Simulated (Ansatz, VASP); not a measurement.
# LiGeH3: VASP beside Ansatz

File INCAR:

```
SYSTEM = LiGeH3
ALGO     = Normal         ! electronic algorithm
EDIFF    = 1E-6           ! SCF threshold, eV
ENCUT    = 520            ! plane-wave cutoff, eV
GGA      = PE             ! functional
ISIF     = 2              ! what is computed and relaxed
ISMEAR   = 0              ! smearing method
LASPH    = .True.         ! aspherical terms in the spheres
LCHARG   = .False.        ! write CHGCAR
LREAL    = .False.        ! projectors in reciprocal space
LWAVE    = .False.        ! write WAVECAR
NBANDS   = 18             ! bands
NELM     = 60             ! most SCF steps
PREC     = Accurate       ! precision mode
SIGMA    = 0.1            ! smearing width, eV
```

File KPOINTS:

```
k-points
0
Gamma
  6 6 4
  0 0 0
```

The input POSCAR:

```
LiGeH3
1.0
    3.4270927100      0.0000000000      0.0000000000
    0.0000000000      3.4270927100      0.0000000000
    0.0000000000      0.0000000000      4.5600676300
Li Ge H
1 1 3
Direct
    0.5000000000      0.5000000000      0.6995421100
    0.0000000000      0.0000000000      0.9686971300
    0.5000000000      0.0000000000      0.1954655900
    0.0000000000      0.5000000000      0.1954655900
    0.0000000000      0.0000000000      0.5490295900
```

Input for Ansatz:

```yaml
crystal:
  lattice:
    - [3.42709271, 0.0, 0.0]
    - [0.0, 3.42709271, 0.0]
    - [0.0, 0.0, 4.56006763]
  atoms:
    - { symbol: Li, position: [0.5, 0.5, 0.69954211] }
    - { symbol: Ge, position: [0.0, 0.0, 0.96869713] }
    - { symbol: H, position: [0.5, 0.0, 0.19546559] }
    - { symbol: H, position: [0.0, 0.5, 0.19546559] }
    - { symbol: H, position: [0.0, 0.0, 0.54902959] }
basis:
  ecutwfc: 420
kpoints:
  mp_grid: { grid: [6, 6, 4] }
hamiltonian:
  xc: pbe
scf:
  occupations: { method: gaussian, width: 0.1 }
  lower_state_search: "off"
output:
  forces: true
  stress: true
  eigenvalues: true
```

Change from the starting cell: species swapped into the NdSiPt3 type (P4mm, No. 99).

Alike in both runs: task single point; functional PBE; k mesh 6 × 6 × 4; occupations gaussian, width 0.1 eV; no spin polarisation.

|  | VASP | Ansatz |
| --- | --- | --- |
| version | VASP 6.6.1 | Ansatz 0.2.0 |
| potentials or method | VASP PAW PBE potentials, release 64 (Li_sv, Ge_d, H), cutoff 520 eV | scalar-relativistic, plane waves, PAW |
| valence electrons in the cell | 20 | 20 |

VASP gave:

| Property | Result |
| --- | --- |
| gap on the k mesh at the Fermi level (eV) | none |
| rms of the force components (eV/Å) | 0.834 |

Task: What did Ansatz give for the same quantities?

Result: gap on the k mesh at the Fermi level (eV): none; rms of the force components (eV/Å): 0.832.

Atom by atom the forces differ by 0.002 eV/Å (rms over components). A gap of «none» marks a metal or a gap that the smearing closes.

Noted on VASP's run: the cutoff is short for stress, so the pressure is rough.
